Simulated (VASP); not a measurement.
CuO (Tenorite):

```xyz
4
Lattice="2.3574 -1.7226 0.0000 2.3574 1.7226 0.0000 -0.8557 0.0000 5.0914" Properties=species:S:1:pos:R:3 pbc="T T T"
Cu    0.7509   -0.8613    2.5457
Cu    1.1787    0.8613    0.0000
O     1.7156    0.2811    3.8185
O     2.1434   -0.2811    1.2728
```

Base run:

- Program: VASP 6.6.1
- Functional: BLYP
- Potentials or basis: VASP PAW PBE potentials, release 64 (Cu, O)
- Cutoff: 520 eV
- k mesh: 10 × 10 × 5
- Occupations: fermi-dirac, width 0.05 eV
- Spin: no spin polarisation

Its results: band gap on the k mesh zero (band 17 reaches 6.04 eV, above the bottom of band 18 at 5.45 eV); pressure 9.5 GPa; largest force 0.238 eV/Å.

Q: After a change of settings the same cell gave: band gap on the k mesh zero (band 17 reaches 5.56 eV, above the bottom of band 18 at 4.95 eV); pressure -5.4 GPa; largest force 0.380 eV/Å. Which change was it?
A. functional from BLYP to PBEsol
B. functional from BLYP to LDA; potentials or basis from VASP PAW PBE potentials, release 64 (Cu, O) to VASP PAW LDA potentials, release 64 (Cu, O)
C. functional from BLYP to SVWN5

A: A.

PBEsol binds more tightly than BLYP, so the same cell stands under less pressure.

Caveats: the PAW data sets were made with another functional, which shifts forces and pressure a little; semilocal functionals often make such compounds metallic where correlation or magnetic order opens a gap, which also shifts bond lengths.
